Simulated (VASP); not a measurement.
# Sr (R-3m) in VASP: further runs, part 2 of 2

VASP 6.6.1.

## (3) Single point, PBEsol

This run uses another cell than the first one, of the same volume but with other edges.

The input, INCAR:

```
SYSTEM = Sr
PREC = Accurate
ENCUT = 520
EDIFF = 1E-6
ISMEAR = 0
SIGMA = 0.03
LREAL = .FALSE.
LASPH = .TRUE.
NELM = 100
ALGO = Fast
ISIF = 2
LWAVE = .FALSE.
LCHARG = .FALSE.
GGA = PS
NBANDS = 11
```

The input, KPOINTS:

```
regular mesh
0
G
  10 10 10
  0 0 0
```

The input, POSCAR:

```
Sr
1.0
   -0.6593203253      2.7509572195      2.7509572195
    2.7509572195     -0.6593203253      2.7509572195
    2.7509572195      2.7509572195     -0.6593203253
Sr
1
Direct
    0.0000000000      0.0000000000      0.0000000000
```

Potentials or basis: VASP PAW PBE potentials, release 64 (Sr_sv).

Started as:

```console
> cat potpaw_PBE.64/Sr_sv/POTCAR > POTCAR
> mpirun -np 1 vasp_std > vasp.out
```

OUTCAR:

```text
SYSTEM = Sr
   PREC = Accurate
   ENCUT = 520
   EDIFF = 1E-6
   ISMEAR = 0
   LREAL = .FALSE.
   LASPH = .TRUE.
   NELM = 100
   ISIF = 2
   GGA = PS

 ion  position               nearest neighbor table
   1  0.000  0.000  0.000-

  LATTYP: Found a trigonal (rhomboedric) cell.
 ALAT       =     3.9459136507
 COS(alpha) =     0.2530624440

  Lattice vectors:

 A1 = (  -0.6593203253,   2.7509572195,   2.7509572195)
 A2 = (   2.7509572195,  -0.6593203253,   2.7509572195)
 A3 = (   2.7509572195,   2.7509572195,  -0.6593203253)

Analysis of symmetry for initial positions (statically):
=====================================================================
 Subroutine PRICEL returns:
 Original cell was already a primitive cell.

 Routine SETGRP: Setting up the symmetry group for a
 trigonal (rhombohedral) supercell.

 Subroutine GETGRP returns: Found 12 space group operations
 (whereof 12 operations were pure point group operations)
 out of a pool of 12 trial point group operations.

The static configuration has the point symmetry D_3d.

Analysis of symmetry for dynamics (positions and initial velocities):
[... 168 lines left out ...]
      1     -35.3281      2.00000
      2     -17.2097      2.00000
      3     -17.2097      2.00000
      4     -17.2085      2.00000
      5      -2.1862      2.00000
      6       2.5383      0.00000
      7       2.5383      0.00000
      8       5.4416      0.00000
      9       5.6579      0.00000
     10       5.6579      0.00000
     11       8.1852      0.00000
[... 309 lines left out ...]
 k-point    24 :       0.4000    0.3000    0.0000
  band No.  band energies     occupation
      1     -35.3063      2.00000
      2     -17.4249      2.00000
      3     -17.3158      2.00000
      4     -17.1967      2.00000
      5       0.1458      2.00000
      6       1.8054      0.00000
      7       2.9019      0.00000
      8       4.2547      0.00000
      9       5.2564      0.00000
     10       5.5184      0.00000
     11       7.5591      0.00000

 [... further k-points ...]

------------------------ aborting loop because EDIFF is reached ----------------------------------------

  FORCE on cell =-STRESS in cart. coord.  units (eV):
  Direction    XX          YY          ZZ          XY          YZ          ZX
  --------------------------------------------------------------------------------------
  -------------------------------------------------------------------------------------
  Total       -0.2219903     -0.2219903     -0.2219903      0.3992447      0.3992447      0.3992447
  in kB       -6.3151997     -6.3151997     -6.3151997     11.3577479     11.3577479     11.3577479
  external PRESSURE =      -6.3151997 kB  Pullay stress =       0.0000000 kB

 VOLUME and BASIS-vectors are now :
 -----------------------------------------------------------------------------
  energy-cutoff  :      520.00
  volume of cell :       56.32
      direct lattice vectors                 reciprocal lattice vectors
    -0.659320325  2.750957220  2.750957220    -0.126653880  0.166577386  0.166577386
     2.750957220 -0.659320325  2.750957220     0.166577386 -0.126653880  0.166577386
     2.750957220  2.750957220 -0.659320325     0.166577386  0.166577386 -0.126653880

 POSITION                                       TOTAL-FORCE (eV/Angst)
 -----------------------------------------------------------------------------------
      0.00000      0.00000      0.00000         0.000000     -0.000000      0.000000
 -----------------------------------------------------------------------------------
    total drift:                               -0.000000     -0.000000      0.000000

  FREE ENERGIE OF THE ION-ELECTRON SYSTEM (eV)
  ---------------------------------------------------
  free  energy   TOTEN  =        -1.6150967936 eV

  energy  without entropy=       -1.6145342085  energy(sigma->0) =       -1.61481550
```

OSZICAR:

```text
N       E                     dE             d eps       ncg     rms          rms(c)
DAV:   1     0.358679144556E+02    0.35868E+02   -0.47469E+03  2552   0.780E+02
DAV:   2     0.150607062657E+00   -0.35717E+02   -0.35072E+02  2948   0.151E+02
DAV:   3    -0.152449734715E+01   -0.16751E+01   -0.16576E+01  3788   0.241E+01
DAV:   4    -0.161943637084E+01   -0.94939E-01   -0.94759E-01  3384   0.478E+00
DAV:   5    -0.162096138881E+01   -0.15250E-02   -0.15249E-02  3645   0.529E-01    0.118E+01
RMM:   6    -0.161751165762E+01    0.34497E-02   -0.60846E-03  2884   0.914E-01    0.669E+00
RMM:   7    -0.161468168288E+01    0.28300E-02   -0.14316E-02  3218   0.136E+00    0.249E-01
RMM:   8    -0.161496783958E+01   -0.28616E-03   -0.45058E-03  3661   0.380E-01    0.930E-02
RMM:   9    -0.161506665176E+01   -0.98812E-04   -0.72117E-04  4184   0.114E-01    0.921E-02
RMM:  10    -0.161508969309E+01   -0.23041E-04   -0.14591E-04  3787   0.865E-02    0.194E-01
RMM:  11    -0.161509483074E+01   -0.51377E-05   -0.62840E-05  4082   0.398E-02    0.162E-02
RMM:  12    -0.161509632648E+01   -0.14957E-05   -0.18801E-05  3939   0.171E-02    0.514E-03
RMM:  13    -0.161509679361E+01   -0.46712E-06   -0.66058E-06  3156   0.872E-03
   1 F= -.16150968E+01 E0= -.16148155E+01  d E =-.562585E-03
```

stdout:

```text
POSCAR found type information on POSCAR Sr
 POSCAR found :  1 types and       1 ions
 scaLAPACK will be used
 -----------------------------------------------------------------------------
|                                                                             |
|                                                                             |
|     You enforced a specific xc type in the INCAR file but a different       |
|     I HOPE YOU KNOW WHAT YOU ARE DOING!                                     |
|                                                                             |
 -----------------------------------------------------------------------------

 LDA part: xc-table for (Slater+PW92), standard interpolation
 POSCAR, INCAR and KPOINTS ok, starting setup
 FFT: planning ... GRIDC
 FFT: planning ... GRID_SOFT
 FFT: planning ... GRID
 WAVECAR not read
 entering main loop
WARNING in EDDRMM: call to ZHEGV failed, returncode =   6  3      5
WARNING in EDDRMM: call to ZHEGV failed, returncode =   8  4      7
```

Wall time 77 s (1 thread of Intel Xeon Platinum 8488C (Sapphire Rapids), shared host); peak memory 0.21 GiB.

What came out:

```
Free energy            : -1.6151 eV
Pressure               : -0.6 GPa
Band gap on the k mesh : zero (band 5 reaches 1.59 eV, above the bottom of band 6 at 1.17 eV)
```

Stress tensor (GPa, compression positive):
```
-0.63  1.14  1.14
 1.14 -0.63  1.14
 1.14  1.14 -0.63
```

Levels at points of the mesh, in eV from the Fermi level:
```tsv
k point	band 1	band 2	band 3	band 4	band 5	band 6	band 7	band 8	band 9	band 10
(0.00, 0.00, 0.00)	-36.64	-18.53	-18.53	-18.52	-3.50	1.22	1.22	4.13	4.34	4.34
(0.50, 0.00, 0.00)	-36.63	-18.77	-18.52	-18.51	-1.26	-0.12	1.37	3.70	3.84	4.06
(0.50, 0.50, 0.00)	-36.62	-18.79	-18.67	-18.51	-0.47	0.42	1.38	3.65	3.94	4.16
(0.50, 0.50, 0.50)	-36.60	-18.82	-18.64	-18.64	-0.32	1.35	1.35	1.96	5.59	5.64
```

Caveat: the PAW data sets were made with another functional, which shifts forces and pressure a little.

## (4) Single point, PBEsol

This run uses another cell than the first one, of the same volume but with other edges.

The input, INCAR:

```
PREC = Accurate ; ENCUT = 520
EDIFF = 1E-6 ; ISMEAR = 0
SIGMA = 0.03 ; LREAL = False
LASPH = True ; NELM = 80
ALGO = Normal ; ISIF = 2
LWAVE = False ; LCHARG = False
GGA = PS ; NBANDS = 11
```

The input, KPOINTS:

```
Automatic mesh
0
Gamma
  10 10 10
```

The input, POSCAR:

```
Sr
1.0
    0.7415869324      3.4547098557      3.4547098557
    3.4547098557      0.7415869324      3.4547098557
    3.4547098557      3.4547098557      0.7415869324
Sr
1
Direct
    0.0000000000      0.0000000000      0.0000000000
```

Started as:

```console
> cat potpaw_PBE.64/Sr_sv/POTCAR > POTCAR
> mpirun -np 1 vasp_std > vasp.out
```

It took 1.7 min on 1 thread of Intel Xeon Platinum 8488C (Sapphire Rapids), shared host; peak memory 0.27 GiB.

The run converged. Its results:

```yaml
Free_energy: -1.5209 eV
Pressure: 0.8 GPa
Band_gap_on_the_k_mesh: zero (band 5 reaches 1.75 eV, above the bottom of band 6 at 0.62 eV)
```

Stress tensor (GPa, compression positive):
```
 0.75 -2.41 -2.41
-2.41  0.75 -2.41
-2.41 -2.41  0.75
```

Levels at points of the mesh, in eV from the Fermi level:
| k point | band 1 | band 2 | band 3 | band 4 | band 5 | band 6 | band 7 | band 8 | band 9 | band 10 |
| --- | --- | --- | --- | --- | --- | --- | --- | --- | --- | --- |
| (0.00, 0.00, 0.00) | -36.51 | -18.50 | -18.31 | -18.31 | -3.51 | 0.78 | 2.70 | 2.70 | 4.56 | 4.56 |
| (0.50, 0.00, 0.00) | -36.47 | -18.74 | -18.45 | -18.41 | -0.76 | 0.78 | 1.03 | 3.12 | 3.47 | 5.81 |
| (0.50, 0.50, 0.00) | -36.47 | -18.74 | -18.46 | -18.42 | -0.54 | 0.24 | 1.40 | 4.03 | 4.07 | 4.42 |
| (0.50, 0.50, 0.50) | -36.51 | -18.55 | -18.32 | -18.32 | -2.16 | -0.68 | 2.62 | 2.62 | 4.15 | 4.90 |

Caveat: the PAW data sets were made with another functional, which shifts forces and pressure a little.

## (5) Single point, PBEsol

This run uses another cell than the first one, of the same volume but with other edges.

The input, INCAR:

```
SYSTEM = Sr
PREC     = Accurate       ! precision mode
ENCUT    = 520            ! plane-wave cutoff, eV
EDIFF    = 1E-7           ! SCF threshold, eV
ISMEAR   = 0              ! smearing method
SIGMA    = 0.03           ! smearing width, eV
LREAL    = .False.        ! projectors in reciprocal space
LASPH    = .True.         ! aspherical terms in the spheres
NELM     = 60             ! most SCF steps
ALGO     = Normal         ! electronic algorithm
ISIF     = 2              ! what is computed and relaxed
LWAVE    = .False.        ! write WAVECAR
LCHARG   = .False.        ! write CHGCAR
GGA      = PS             ! functional
NBANDS   = 11             ! bands
```

The input, KPOINTS:

```
regular mesh
0
Gamma
  10 10 10
  0 0 0
```

The input, POSCAR:

```
Sr
1.0
   -0.9618946084      2.6452101732      2.6452101732
    2.6452101732     -0.9618946084      2.6452101732
    2.6452101732      2.6452101732     -0.9618946084
Sr
1
Direct
    0.0000000000      0.0000000000      0.0000000000
```

Potentials or basis: VASP PAW PBE potentials, release 64 (Sr_sv).

Started as:

```console
> cat potpaw_PBE.64/Sr_sv/POTCAR > POTCAR
> mpirun -np 1 vasp_std > vasp.out
```

OUTCAR:

```text
SYSTEM = Sr
   PREC = Accurate
   ENCUT = 520
   EDIFF = 1E-7
   ISMEAR = 0
   LREAL = .False.
   LASPH = .True.
   NELM = 60
   ISIF = 2
   GGA = PS

 ion  position               nearest neighbor table
   1  0.000  0.000  0.000-

  LATTYP: Found a trigonal (rhomboedric) cell.
 ALAT       =     3.8625787964
 COS(alpha) =     0.1279069768

  Lattice vectors:

 A1 = (  -0.9618946084,   2.6452101732,   2.6452101732)
 A2 = (   2.6452101732,  -0.9618946084,   2.6452101732)
 A3 = (   2.6452101732,   2.6452101732,  -0.9618946084)
[... 516 lines left out ...]

 [... further k-points ...]

------------------------ aborting loop because EDIFF is reached ----------------------------------------

  FORCE on cell =-STRESS in cart. coord.  units (eV):
  Direction    XX          YY          ZZ          XY          YZ          ZX
  --------------------------------------------------------------------------------------
  -------------------------------------------------------------------------------------
  Total       -0.1725612     -0.1725612     -0.1725612      0.2560599      0.2560599      0.2560599
  in kB       -4.9090370     -4.9090370     -4.9090370      7.2844146      7.2844146      7.2844146
  external PRESSURE =      -4.9090370 kB  Pullay stress =       0.0000000 kB

 VOLUME and BASIS-vectors are now :
 -----------------------------------------------------------------------------
  energy-cutoff  :      520.00
  volume of cell :       56.32
      direct lattice vectors                 reciprocal lattice vectors
    -0.961894608  2.645210173  2.645210173    -0.107811919  0.169418730  0.169418730
     2.645210173 -0.961894608  2.645210173     0.169418730 -0.107811919  0.169418730
     2.645210173  2.645210173 -0.961894608     0.169418730  0.169418730 -0.107811919

 POSITION                                       TOTAL-FORCE (eV/Angst)
 -----------------------------------------------------------------------------------
      0.00000      0.00000      0.00000         0.000000     -0.000000      0.000000
 -----------------------------------------------------------------------------------
    total drift:                               -0.000000     -0.000000      0.000000

  FREE ENERGIE OF THE ION-ELECTRON SYSTEM (eV)
  ---------------------------------------------------
  free  energy   TOTEN  =        -1.4999032429 eV

  energy  without entropy=       -1.4994735224  energy(sigma->0) =       -1.49968838
```

OSZICAR:

```text
N       E                     dE             d eps       ncg     rms          rms(c)
DAV:   1     0.349696341964E+02    0.34970E+02   -0.47099E+03  2552   0.778E+02
DAV:   2     0.154485057088E+00   -0.34815E+02   -0.34211E+02  2982   0.149E+02
DAV:   3    -0.141978253257E+01   -0.15743E+01   -0.15621E+01  3736   0.233E+01
DAV:   4    -0.150652026923E+01   -0.86738E-01   -0.86634E-01  3371   0.495E+00
DAV:   5    -0.150899127218E+01   -0.24710E-02   -0.24707E-02  3705   0.648E-01    0.119E+01
DAV:   6    -0.150396680904E+01    0.50245E-02   -0.76007E-03  3488   0.918E-01    0.676E+00
DAV:   7    -0.149989649636E+01    0.40703E-02   -0.15682E-02  3159   0.122E+00    0.256E-01
DAV:   8    -0.149987838506E+01    0.18111E-04   -0.14149E-03  3923   0.212E-01    0.983E-02
DAV:   9    -0.149989917147E+01   -0.20786E-04   -0.30414E-05  3086   0.437E-02    0.307E-02
DAV:  10    -0.149990332414E+01   -0.41527E-05   -0.79417E-06  3350   0.236E-02    0.356E-03
DAV:  11    -0.149990324286E+01    0.81288E-07   -0.39588E-07  3796   0.390E-03
   1 F= -.14999032E+01 E0= -.14996884E+01  d E =-.429720E-03
```

stdout:

```text
POSCAR found type information on POSCAR Sr
 POSCAR found :  1 types and       1 ions
 scaLAPACK will be used
 -----------------------------------------------------------------------------
|                                                                             |
|                                                                             |
|     You enforced a specific xc type in the INCAR file but a different       |
|     I HOPE YOU KNOW WHAT YOU ARE DOING!                                     |
|                                                                             |
 -----------------------------------------------------------------------------

 LDA part: xc-table for (Slater+PW92), standard interpolation
 POSCAR, INCAR and KPOINTS ok, starting setup
 FFT: planning ... GRIDC
 FFT: planning ... GRID_SOFT
 FFT: planning ... GRID
 WAVECAR not read
 entering main loop
```

Wall time 61 s (1 thread of Intel Xeon Platinum 8488C (Sapphire Rapids), shared host); peak memory 0.21 GiB.

What came out:

| Quantity | Value |
| --- | --- |
| Free energy | -1.4999 eV |
| Pressure | -0.5 GPa |
| Band gap on the k mesh | zero (band 5 reaches 1.51 eV, above the bottom of band 6 at 1.09 eV) |

Stress tensor (GPa, compression positive):
```
-0.49  0.73  0.73
 0.73 -0.49  0.73
 0.73  0.73 -0.49
```

Caveat: the PAW data sets were made with another functional, which shifts forces and pressure a little.

## (6) Single point, PBEsol

This run uses another cell than the first one, of the same volume but with other edges.

The input, INCAR:

```
SYSTEM = Sr
PREC = Accurate
ENCUT = 520
EDIFF = 1E-6
ISMEAR = 0
SIGMA = 0.03
LREAL = .False.
LASPH = .True.
NELM = 100
ALGO = Normal
ISIF = 2
LWAVE = .False.
LCHARG = .True.
GGA = PS
LELF = .True.
LVHAR = .True.
NBANDS = 11
```

The input, KPOINTS:

```
Automatic mesh
0
Gamma
  10 10 10
  0 0 0
```

The input, POSCAR:

```
Sr
1.0
   -0.3211709082      2.8905381734      2.8905381734
    2.8905381734     -0.3211709082      2.8905381734
    2.8905381734      2.8905381734     -0.3211709082
Sr
1
Direct
    0.0000000000      0.0000000000      0.0000000000
```

Potentials or basis: VASP PAW PBE potentials, release 64 (Sr_sv).

Started as:

```console
> cat potpaw_PBE.64/Sr_sv/POTCAR > POTCAR
> mpirun -np 1 vasp_std > vasp.out
```

It took 64 s on 1 thread of Intel Xeon Platinum 8488C (Sapphire Rapids), shared host; peak memory 0.21 GiB.

It converged, with:

```
Free energy            : -1.7656 eV
Pressure               : -0.7 GPa
Band gap on the k mesh : zero (band 5 reaches 1.63 eV, above the bottom of band 6 at 1.28 eV)
```

Stress tensor (GPa, compression positive):
```
-0.66  1.04  1.04
 1.04 -0.66  1.04
 1.04  1.04 -0.66
```

Levels at points of the mesh, in eV from the Fermi level:
| k point | band 3 | band 4 | band 5 | band 6 | band 7 | band 8 |
| --- | --- | --- | --- | --- | --- | --- |
| (0.00, 0.00, 0.00) | -18.45 | -18.45 | -3.54 | 1.83 | 1.83 | 3.24 |
| (0.50, 0.00, 0.00) | -18.46 | -18.46 | -1.20 | -0.04 | 1.72 | 3.06 |
| (0.50, 0.50, 0.00) | -18.55 | -18.48 | -0.52 | 0.39 | 1.14 | 4.43 |
| (0.50, 0.50, 0.50) | -18.51 | -18.51 | -0.64 | 0.84 | 1.84 | 1.84 |

Caveat: the PAW data sets were made with another functional, which shifts forces and pressure a little.

## (7) Summary

| cell | gap on the mesh (eV) | pressure (GPa) |
| --- | --- | --- |
| a = 5.915 Å, angles 33.6°, 1 atom | none | 5.1 |
| a = 3.946 Å, angles 75.3°, 1 atom | none | -0.6 |
| a = 4.942 Å, angles 45.7°, 1 atom | none | 0.8 |
| a = 3.863 Å, angles 82.7°, 1 atom | none | -0.5 |
| a = 4.100 Å, angles 67.3°, 1 atom | none | -0.7 |

Alike in all rows: task single point; level PBEsol; potentials or basis VASP PAW PBE potentials, release 64 (Sr_sv); no spin polarisation; k mesh 10 × 10 × 10; cutoff (eV) 520; smearing gaussian 0.03 eV.

Caveats: the PAW data sets were made with another functional, which shifts forces and pressure a little.

Absolute energies hang on the potentials; compare differences alone.
